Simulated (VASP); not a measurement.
CuO2, 6 atoms in the cell. Symmetry: Cmcm, No. 63, orthorhombic system. Conventional cell: a = 2.825 Å, b = 10.421 Å, c = 4.343 Å, α = 90.00°, β = 90.00°, γ = 90.00°. Within 2.5 Å of Cu (site symmetry m2m) lie 6 O at 1.86 to 2.22 Å. O (site symmetry m2m) has 4 Cu at 1.90 to 2.22 Å and 1 O at 2.47 Å within 2.5 Å. O (site symmetry m2m) has 2 Cu at 1.86 Å and 3 O at 2.42 to 2.47 Å within 2.5 Å. 

* Program: VASP 6.6.1
* Task: single point
* Functional: PBEsol
* Potentials or basis: VASP PAW PBE potentials, release 64 (Cu, O)
* Cutoff: 520 eV
* k mesh: 8 × 8 × 5
* Occupations: fermi-dirac, width 0.05 eV
* Spin: no spin polarisation
* Dipole correction: no
* Further INCAR settings: ALGO = Normal; EDIFF = 1e-06; NBANDS = 32

Potentials or basis: VASP PAW PBE potentials, release 64 (Cu, O).

Run with:

```bash
$ cat potpaw_PBE.64/Cu/POTCAR potpaw_PBE.64/O/POTCAR > POTCAR
$ mpirun -np 1 vasp_std > vasp.out
```

Hardware: 1 thread of Intel(R) Xeon(R) 6975P-C (Granite Rapids) (shared host).

Task: Estimate the wall time of this run.

Result: Run time: 83 s on 1 thread of Intel(R) Xeon(R) 6975P-C (Granite Rapids) (shared host), peak memory 0.27 GiB. Counts: scf iterations 17, k points 63.
